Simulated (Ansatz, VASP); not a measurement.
One calculation of Ti, two programs

The input INCAR:

```
PREC = Accurate
ENCUT = 520
EDIFF = 1E-6
ISMEAR = 0
SIGMA = 0.15
LREAL = False
LASPH = True
NELM = 80
ALGO = Fast
ISIF = 2
LWAVE = False
LCHARG = False
GGA = PE
NBANDS = 12
```

The input KPOINTS:

```
Automatic mesh
0
Gamma
  22 22 22
```

The input POSCAR:

```
Ti
1.0
   -1.4830700080      1.4830700080      1.8557655010
    1.4830700080     -1.4830700080      1.8557655010
    1.4830700080      1.4830700080     -1.8557655010
Ti
1
Direct
    0.0000000000      0.0000000000      0.0000000000
```

Input for Ansatz:

```yaml
crystal:
  lattice:
    - [-1.483070008, 1.483070008, 1.855765501]
    - [1.483070008, -1.483070008, 1.855765501]
    - [1.483070008, 1.483070008, -1.855765501]
  atoms:
    - { symbol: Ti, position: [0.0, 0.0, 0.0] }
basis:
  ecutwfc: 520.0
kpoints:
  mp_grid: { grid: [22, 22, 22] }
hamiltonian:
  xc: pbe
  pseudopotentials: { kind: paw, azcp: { folder: soft_1 } }
scf:
  occupations: { method: gaussian, width: 0.15 }
output:
  forces: true
  stress: true
  eigenvalues: true
  write_density: true
  write_potential: true
  elf: true
  volumetric_format: npy
```

Alike in both runs: task single point; functional PBE; k mesh 22 × 22 × 22; occupations gaussian, width 0.15 eV; no spin polarisation.

|  | VASP | Ansatz |
| --- | --- | --- |
| version | VASP 6.6.1 | Ansatz 0.2.0 |
| potentials or method | VASP PAW PBE potentials, release 64 (Ti_sv), cutoff 520 eV | scalar-relativistic, plane waves, PAW |
| valence electrons in the cell | 12 | 12 |

|  | VASP | Ansatz | Ansatz less VASP |
| --- | --- | --- | --- |
| gap on the k mesh at the Fermi level (eV) | none | none | - |
| pressure (GPa) | 7.1 | 7.4 | +0.26 |
| traceless stress, the component that is largest in VASP (GPa) | 2.12 | 2.09 | -0.031 |

A gap of «none» marks a metal or a gap that the smearing closes. With one functional, cell and mesh, what is left measures potentials, basis and numerics.
